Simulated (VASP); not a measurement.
Input of a VASP 6.6.1 run:

File INCAR:

```
SYSTEM = KPt
PREC = Accurate
ENCUT = 520
EDIFF = 1E-6
ISMEAR = -1
SIGMA = 0.1
LREAL = .False.
LASPH = .True.
NELM = 100
ALGO = Normal
ISIF = 2
LWAVE = .False.
LCHARG = .False.
GGA = PE
NBANDS = 16
```

KPOINTS

```
regular mesh
0
Gamma
  11 11 6
  0 0 0
```

The input POSCAR:

```
KPt
1.0
    2.9499753588      0.0000000000      0.0000000000
   -1.4749881709      2.5547538619      0.0000000000
    0.0000000000      0.0000000000      5.2549574765
K Pt
1 1
Direct
    0.3333333333      0.6666666667      0.5000000000
    0.0000000000      0.0000000000      0.0000000000
```

Potentials or basis: VASP PAW PBE potentials, release 64 (K_sv, Pt).

Run with:

```console
$ cat potpaw_PBE.64/K_sv/POTCAR potpaw_PBE.64/Pt/POTCAR > POTCAR
$ mpirun -np 1 vasp_std > vasp.out
```

Question: Estimate the pressure.

Answer: 4.1 GPa.

Stress tensor (GPa, compression positive):
```
3.61 0.00 0.00
0.00 3.61 0.00
0.00 0.00 4.97
```
